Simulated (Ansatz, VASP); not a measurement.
## BN: VASP beside Ansatz

```
B N
1.0
     2.55394    0.00000    0.00000
    -1.27697    2.21178    0.00000
     0.00000    0.00000    4.22685
B N
2 2
Direct
  0.66667 0.33333 0.95241
  0.33333 0.66667 0.49972
  0.66667 0.33333 0.62528
  0.33333 0.66667 0.12528
```

Alike in both runs: task single point; functional r2SCAN; k mesh 12 × 12 × 6; occupations gaussian, width 0.05 eV; no spin polarisation.

```csv
,VASP,Ansatz
version,VASP 6.6.1,Ansatz 0.2.0
potentials or method,"VASP PAW PBE potentials, release 64 (B, N), cutoff 520 eV","scalar-relativistic, plane waves, PAW"
valence electrons in the cell,16,16
```

```csv
,VASP,Ansatz,Ansatz less VASP
gap on the k mesh at the Fermi level (eV),3.53,3.55,+0.025
least direct gap on the mesh (eV),7.44,7.45,+0.016
pressure (GPa),3.7,2.7,-0.95
"traceless stress, the component that is largest in VASP (GPa)",6.96,6.78,-0.183
rms of the force components (eV/Å),3.232,3.230,-0.0022
```

VASP's potentials were made for PBE, not for r2SCAN. Atom by atom the forces differ by 0.008 eV/Å (rms over components). With one functional, cell and mesh, what is left measures potentials, basis and numerics.
